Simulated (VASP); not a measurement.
GaAs, 2 atoms in the cell. It takes space group F-43m (No. 216, cubic). Conventional cell: a = 5.699 Å, b = 5.699 Å, c = 5.699 Å, α = 90.00°, β = 90.00°, γ = 90.00°. Ga (site symmetry -43m) has 4 As at 2.47 Å within 3.3 Å. Within 3.3 Å of As (site symmetry -43m) lie 4 Ga at 2.47 Å.  This cell differs from its parent crystal: volume scaled by 1.02.

| Property | Result |
| --- | --- |
| Program | VASP 6.6.1 |
| Task | single point |
| Functional | PBEsol |
| Potentials or basis | VASP PAW PBE potentials, release 64 (Ga_d, As) |
| Cutoff | 520 eV |
| k mesh | 8 × 8 × 8 |
| Occupations | gaussian, width 0.05 eV |
| Spin | no spin polarisation |
| Dipole correction | no |
| Further INCAR settings | ALGO = Normal; EDIFF = 1e-06; NBANDS = 16 |

Potentials or basis: VASP PAW PBE potentials, release 64 (Ga_d, As).

The run is started by

```console
$ cat potpaw_PBE.64/Ga_d/POTCAR potpaw_PBE.64/As/POTCAR > POTCAR
$ mpirun -np 1 vasp_std > vasp.out
```

Hardware: 1 thread of AMD EPYC 9R14 (Zen 4) (shared host).

Estimate the wall time of this run.

It took 17 s on 1 thread of AMD EPYC 9R14 (Zen 4), with other jobs on the host, peak memory 0.15 GiB. Counts: scf iterations 12, k points 29.
